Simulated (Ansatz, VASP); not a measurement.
# Sb2Pt in VASP and in Ansatz

```xyz
6
Lattice="4.3842 0.0000 0.0000 0.0000 4.3842 0.0000 0.0000 0.0000 6.6894" Properties=species:S:1:pos:R:3 pbc="T T T"
Sb    0.0000    0.0000    0.0000
Sb    2.1921    2.1921    0.0000
Sb    0.0000    2.1921    1.8061
Sb    2.1921    0.0000    4.8832
Pt    0.0000    2.1921    4.6825
Pt    2.1921    0.0000    2.0068
```

Alike in both runs: task relaxation of cell and atoms; functional PBE; k mesh 4 × 4 × 4; occupations gaussian, width 0.1 eV; no spin polarisation.

```csv
,VASP,Ansatz
version,VASP 6.6.1,Ansatz 0.2.0
potentials or method,"VASP PAW PBE potentials, release 64 (Sb, Pt), cutoff 600 eV","scalar-relativistic, plane waves, PAW"
valence electrons in the cell,40,96
```

```tsv
	VASP	Ansatz	Ansatz less VASP
gap on the k mesh at the Fermi level, each at its own relaxed structure (eV)	none	none	-
relaxed volume (Å³/atom)	23.73	23.86	+0.126
relaxed length of the cell vector where the two differ most in proportion (Å)	6.995	7.026	+0.0315
```

A gap of «none» marks a metal or a gap that the smearing closes. VASP's potentials hold 40 valence electrons a cell and Ansatz's 96, so a difference there can come from the potentials and not from the codes.

Neither program's run includes spin-orbit coupling.
